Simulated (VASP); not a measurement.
Set up this calculation in VASP 6.6.1, as the native input.

```
Task                   : electric field gradients
Functional             : LDA
Potentials or basis    : VASP PAW LDA potentials, release 64 (Hf_pv)
Cutoff                 : 520 eV
k mesh                 : 13 × 13 × 13
Occupations            : fermi-dirac, width 0.03 eV
Spin                   : no spin polarisation
Dipole correction      : no
Further INCAR settings : ALGO = Normal; EDIFF = 1e-08; NBANDS = 11
```

The structure of Hf lies in POSCAR:

```
Hf
1.0
    0.0000000000      2.2635404658      2.2635404658
    2.2635404658      0.0000000000      2.2635404658
    2.2635404658      2.2635404658      0.0000000000
Hf
1
Direct
    0.0000000000      0.0000000000      0.0000000000
```

This cell differs from its parent crystal: volume scaled by 1.06.

The input as run:

INCAR

```
SYSTEM = Hf
  PREC = Accurate
  ENCUT = 520
  EDIFF = 1E-8
  ISMEAR = -1
  SIGMA = 0.03
  LREAL = .FALSE.
  LASPH = .TRUE.
  NELM = 80
  ALGO = Normal
  ISIF = 2
  LWAVE = .FALSE.
  LCHARG = .FALSE.
  LEFG = .TRUE.
  NBANDS = 11
```

KPOINTS

```
Automatic mesh
0
G
  13 13 13
  0 0 0
```

Potentials or basis: VASP PAW LDA potentials, release 64 (Hf_pv).

Run with:

```sh
$ cat potpaw_LDA.64/Hf_pv/POTCAR > POTCAR
$ mpirun -np 1 vasp_std > vasp.out
```

It gave:

| Item | Value |
| --- | --- |
| Pressure | -10.7 GPa |
| Band gap on the k mesh | zero (band 5 reaches 5.67 eV, above the bottom of band 6 at 3.84 eV) |

Caveat: without QUAD_EFG the Cq values of the log hold for a quadrupole moment of 1 mb, not for the nuclei; spin-orbit coupling is left out, which moves the levels of the heavy elements.

Wall time 16 s on 1 thread of Intel Xeon 8259CL (shared host), peak memory 0.14 GiB.
